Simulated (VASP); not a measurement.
# PbS in VASP: further runs, part 2 of 3

VASP 6.6.1. Earlier steps stand in the parts before.

## (3) Electric field gradients, PBE (volume scaled by 1.025)

Contents of INCAR:

```
SYSTEM = PbS
PREC = Accurate ; ENCUT = 520
EDIFF = 1E-8 ; ISMEAR = -1
SIGMA = 0.01 ; LREAL = .FALSE.
LASPH = .TRUE. ; NELM = 100
ALGO = Normal ; ISIF = 2
LWAVE = .FALSE. ; LCHARG = .FALSE.
GGA = PE ; LEFG = .TRUE.
NBANDS = 17
```

Contents of KPOINTS:

```
regular mesh
0
G
  8 8 8
  0 0 0
```

Contents of POSCAR:

```
PbS
1.0
    0.0000000000      2.9895052435      2.9895052435
    2.9895052435      0.0000000000      2.9895052435
    2.9895052435      2.9895052435      0.0000000000
Pb S
1 1
Direct
    0.0000000000      0.0000000000      0.0000000000
    0.5000000000      0.5000000000      0.5000000000
```

Potentials or basis: VASP PAW PBE potentials, release 64 (Pb_d, S).

The run is started by

```bash
$ cat potpaw_PBE.64/Pb_d/POTCAR potpaw_PBE.64/S/POTCAR > POTCAR
$ mpirun -np 1 vasp_std > vasp.out
```

OUTCAR:

```text
SYSTEM = PbS
   PREC = Accurate
   ENCUT = 520
   EDIFF = 1E-8
   ISMEAR = -1
   LREAL = .FALSE.
   LASPH = .TRUE.
   NELM = 100
   ISIF = 2
   GGA = PE

 ion  position               nearest neighbor table
   1  0.000  0.000  0.000-   2 2.99   2 2.99   2 2.99   2 2.99   2 2.99   2 2.99
   2  0.500  0.500  0.500-   1 2.99   1 2.99   1 2.99   1 2.99   1 2.99   1 2.99

  LATTYP: Found a face centered cubic cell.
 ALAT       =     5.9790104870

  Lattice vectors:

 A1 = (   0.0000000000,   2.9895052435,   2.9895052435)
 A2 = (   2.9895052435,   0.0000000000,   2.9895052435)
 A3 = (   2.9895052435,   2.9895052435,   0.0000000000)

Analysis of symmetry for initial positions (statically):
=====================================================================
 Subroutine PRICEL returns:
 Original cell was already a primitive cell.

 Routine SETGRP: Setting up the symmetry group for a
 face centered cubic supercell.

[... 668 lines left out ...]
      direct lattice vectors                 reciprocal lattice vectors
     0.000000000  2.989505244  2.989505244    -0.167251755  0.167251755  0.167251755
     2.989505244  0.000000000  2.989505244     0.167251755 -0.167251755  0.167251755
     2.989505244  2.989505244  0.000000000     0.167251755  0.167251755 -0.167251755

 POSITION                                       TOTAL-FORCE (eV/Angst)
 -----------------------------------------------------------------------------------
      0.00000      0.00000      0.00000         0.000000      0.000000     -0.000000
      2.98951      2.98951      2.98951         0.000000     -0.000000      0.000000
 -----------------------------------------------------------------------------------
    total drift:                                0.000000     -0.000000     -0.000000

  FREE ENERGIE OF THE ION-ELECTRON SYSTEM (eV)
  ---------------------------------------------------
  free  energy   TOTEN  =        -8.7679153622 eV

  energy  without entropy=       -8.7679153622  energy(sigma->0) =       -8.76791536

 Electric field gradients (V/A^2)
---------------------------------------------------------------------
 ion       V_xx      V_yy      V_zz      V_xy      V_xz      V_yz
---------------------------------------------------------------------
   1       0.000     0.000     0.000    -0.001    -0.001    -0.001
   2      -0.000    -0.000     0.000    -0.001    -0.001    -0.001
---------------------------------------------------------------------

 Electric field gradients after diagonalization (V/A^2)
 (convention: |V_zz| > |V_xx| > |V_yy|)
----------------------------------------------------------------------
 ion       V_xx      V_yy      V_zz     asymmetry (V_yy - V_xx)/ V_zz
----------------------------------------------------------------------
   1       0.001     0.001    -0.002       0.000
   2       0.001     0.001    -0.001       0.000
----------------------------------------------------------------------

           NMR quadrupolar parameters

 Cq : quadrupolar parameter    Cq=e*Q*V_zz/h
 eta: asymmetry parameters     (V_yy - V_xx)/ V_zz
 Q  : nuclear electric quadrupole moment in mb (millibarn)
----------------------------------------------------------------------
 ion       Cq(MHz)       eta       Q (mb)
----------------------------------------------------------------------
   1      -0.000       0.000       1.000
   2      -0.000       0.000       1.000
----------------------------------------------------------------------
```

OSZICAR:

```text
N       E                     dE             d eps       ncg     rms          rms(c)
DAV:   1     0.161977413043E+03    0.16198E+03   -0.95909E+03   986   0.122E+03
DAV:   2     0.390724101247E+01   -0.15807E+03   -0.15222E+03  1052   0.318E+02
DAV:   3    -0.893492847416E+01   -0.12842E+02   -0.12741E+02  1319   0.944E+01
DAV:   4    -0.926005668436E+01   -0.32513E+00   -0.32469E+00  1250   0.161E+01
DAV:   5    -0.927174392267E+01   -0.11687E-01   -0.11686E-01  1508   0.309E+00    0.446E+00
DAV:   6    -0.876318023710E+01    0.50856E+00   -0.14666E+00  1524   0.801E+00    0.314E+00
DAV:   7    -0.876451126408E+01   -0.13310E-02   -0.14634E-01  1152   0.189E+00    0.183E+00
DAV:   8    -0.876831479392E+01   -0.38035E-02   -0.17681E-02  1197   0.140E+00    0.312E-01
DAV:   9    -0.876770046774E+01    0.61433E-03   -0.39724E-03  1550   0.532E-01    0.888E-02
DAV:  10    -0.876790842717E+01   -0.20796E-03   -0.41250E-04  1132   0.117E-01    0.636E-02
DAV:  11    -0.876791432931E+01   -0.59021E-05   -0.63828E-05  1373   0.868E-02    0.170E-02
DAV:  12    -0.876791528132E+01   -0.95201E-06   -0.43352E-06  1275   0.210E-02    0.363E-03
DAV:  13    -0.876791527198E+01    0.93446E-08   -0.22820E-07  1342   0.481E-03    0.847E-04
DAV:  14    -0.876791533053E+01   -0.58551E-07   -0.13894E-07  1167   0.204E-03    0.576E-04
DAV:  15    -0.876791534843E+01   -0.17902E-07   -0.43955E-09  1074   0.896E-04    0.255E-04
DAV:  16    -0.876791536069E+01   -0.12259E-07   -0.87242E-10   700   0.216E-04    0.721E-05
DAV:  17    -0.876791536221E+01   -0.15248E-08   -0.96730E-11   684   0.123E-04
   1 F= -.87679154E+01 E0= -.87679154E+01  d E =-.130316E-11
```

It took 22 s on 1 thread of Intel Xeon 6975P-C, shared host; peak memory 0.18 GiB.

Results:

```
Free energy            : -8.7679 eV
Pressure               : 0.7 GPa
Band gap on the k mesh : 0.45 eV, direct
```

Caveat: without QUAD_EFG the Cq values of the log hold for a quadrupole moment of 1 mb, not for the nuclei; spin-orbit coupling is left out, which moves the levels of the heavy elements.

## (4) Electric field gradients, PBE (volume scaled by 1.04)

Contents of INCAR:

```
ALGO = Normal
EDIFF = 1E-8
ENCUT = 520
GGA = PE
ISIF = 2
ISMEAR = -1
LASPH = T
LCHARG = F
LEFG = T
LREAL = F
LWAVE = F
NBANDS = 17
NELM = 60
PREC = Accurate
SIGMA = 0.01
```

Contents of KPOINTS:

```
k-points
0
Gamma
  8 8 8
```

Contents of POSCAR:

```
PbS
1.0
    0.0000000000      3.0040176323      3.0040176323
    3.0040176323      0.0000000000      3.0040176323
    3.0040176323      3.0040176323      0.0000000000
Pb S
1 1
Direct
    0.0000000000      0.0000000000      0.0000000000
    0.5000000000      0.5000000000      0.5000000000
```

Potentials or basis: VASP PAW PBE potentials, release 64 (Pb_d, S).

The run is started by

```bash
$ cat potpaw_PBE.64/Pb_d/POTCAR potpaw_PBE.64/S/POTCAR > POTCAR
$ mpirun -np 1 vasp_std > vasp.out
```

OUTCAR:

```text
EDIFF = 1E-8
   ENCUT = 520
   GGA = PE
   ISIF = 2
   ISMEAR = -1
   LASPH = T
   LREAL = F
   NELM = 60
   PREC = Accurate

 ion  position               nearest neighbor table
   1  0.000  0.000  0.000-   2 3.00   2 3.00   2 3.00   2 3.00   2 3.00   2 3.00
   2  0.500  0.500  0.500-   1 3.00   1 3.00   1 3.00   1 3.00   1 3.00   1 3.00

  LATTYP: Found a face centered cubic cell.
 ALAT       =     6.0080352646

  Lattice vectors:

 A1 = (   0.0000000000,   3.0040176323,   3.0040176323)
 A2 = (   3.0040176323,   0.0000000000,   3.0040176323)
 A3 = (   3.0040176323,   3.0040176323,   0.0000000000)

Analysis of symmetry for initial positions (statically):
=====================================================================
 Subroutine PRICEL returns:
 Original cell was already a primitive cell.

 Routine SETGRP: Setting up the symmetry group for a
 face centered cubic supercell.

 Subroutine GETGRP returns: Found 48 space group operations
 (whereof 48 operations were pure point group operations)
 out of a pool of 48 trial point group operations.

The static configuration has the point symmetry O_h .

Analysis of symmetry for dynamics (positions and initial velocities):
=====================================================================
 Subroutine PRICEL returns:
 Original cell was already a primitive cell.

 Routine SETGRP: Setting up the symmetry group for a
 face centered cubic supercell.

 Subroutine GETGRP returns: Found 48 space group operations
 (whereof 48 operations were pure point group operations)
 out of a pool of 48 trial point group operations.

The dynamic configuration has the point symmetry O_h .

 Subroutine INISYM returns: Found 48 space group operations
 (whereof 48 operations are pure point group operations),
 and found     1 'primitive' translations
[... 148 lines left out ...]

 k-point     1 :       0.0000    0.0000    0.0000
  band No.  band energies     occupation
      1     -11.4413      2.00000
      2     -11.4413      2.00000
      3     -11.4413      2.00000
      4     -11.4240      2.00000
      5     -11.4240      2.00000
      6      -7.9323      2.00000
[... 457 lines left out ...]
      4     -11.4157      2.00000
      5     -11.3977      2.00000
      6      -6.5869      2.00000
[... 9 lines left out ...]
     16      16.2504      0.00000
     17      16.4506      0.00000

 [... further k-points ...]
[... 5 lines left out ...]
  --------------------------------------------------------------------------------------
  -------------------------------------------------------------------------------------
  Total       -0.0164837     -0.0164837     -0.0164837      0.0000000      0.0000000     -0.0000000
  in kB       -0.4871120     -0.4871120     -0.4871120      0.0000000      0.0000000     -0.0000000
  external PRESSURE =      -0.4871120 kB  Pullay stress =       0.0000000 kB

 VOLUME and BASIS-vectors are now :
 -----------------------------------------------------------------------------
  energy-cutoff  :      520.00
  volume of cell :       54.22
      direct lattice vectors                 reciprocal lattice vectors
     0.000000000  3.004017632  3.004017632    -0.166443763  0.166443763  0.166443763
     3.004017632  0.000000000  3.004017632     0.166443763 -0.166443763  0.166443763
     3.004017632  3.004017632  0.000000000     0.166443763  0.166443763 -0.166443763

 POSITION                                       TOTAL-FORCE (eV/Angst)
 -----------------------------------------------------------------------------------
      0.00000      0.00000      0.00000         0.000000     -0.000000     -0.000000
      3.00402      3.00402      3.00402        -0.000000      0.000000      0.000000
 -----------------------------------------------------------------------------------
    total drift:                                0.000000     -0.000000     -0.000000

  FREE ENERGIE OF THE ION-ELECTRON SYSTEM (eV)
  ---------------------------------------------------
  free  energy   TOTEN  =        -8.7699075589 eV

  energy  without entropy=       -8.7699075589  energy(sigma->0) =       -8.76990756

 Electric field gradients (V/A^2)
---------------------------------------------------------------------
 ion       V_xx      V_yy      V_zz      V_xy      V_xz      V_yz
---------------------------------------------------------------------
   1      -0.000    -0.000     0.000    -0.001    -0.001    -0.001
   2      -0.000     0.000     0.000    -0.001    -0.001    -0.001
---------------------------------------------------------------------

 Electric field gradients after diagonalization (V/A^2)
 (convention: |V_zz| > |V_xx| > |V_yy|)
----------------------------------------------------------------------
 ion       V_xx      V_yy      V_zz     asymmetry (V_yy - V_xx)/ V_zz
----------------------------------------------------------------------
   1       0.001     0.001    -0.002       0.000
   2       0.001     0.001    -0.001       0.000
----------------------------------------------------------------------

           NMR quadrupolar parameters

 Cq : quadrupolar parameter    Cq=e*Q*V_zz/h
 eta: asymmetry parameters     (V_yy - V_xx)/ V_zz
 Q  : nuclear electric quadrupole moment in mb (millibarn)
----------------------------------------------------------------------
 ion       Cq(MHz)       eta       Q (mb)
----------------------------------------------------------------------
   1      -0.000       0.000       1.000
   2      -0.000       0.000       1.000
----------------------------------------------------------------------
```

stdout:

```text
POSCAR found type information on POSCAR PbS
 POSCAR found :  2 types and       2 ions
 scaLAPACK will be used
 LDA part: xc-table for (Slater+PW92), standard interpolation
 POSCAR, INCAR and KPOINTS ok, starting setup
 FFT: planning ... GRIDC
 FFT: planning ... GRID_SOFT
 FFT: planning ... GRID
 WAVECAR not read
 entering main loop
ion   1

ion   2
```

It took 22 s on 1 thread of Intel Xeon 6975P-C, shared host; peak memory 0.18 GiB.

What came out:

| Item | Value |
| --- | --- |
| Free energy | -8.7699 eV |
| Pressure | 0.0 GPa |
| Band gap on the k mesh | 0.50 eV, direct |

Caveat: without QUAD_EFG the Cq values of the log hold for a quadrupole moment of 1 mb, not for the nuclei; spin-orbit coupling is left out, which moves the levels of the heavy elements. A k mesh can miss the band edges.

(Continued in part 3 of 3.)
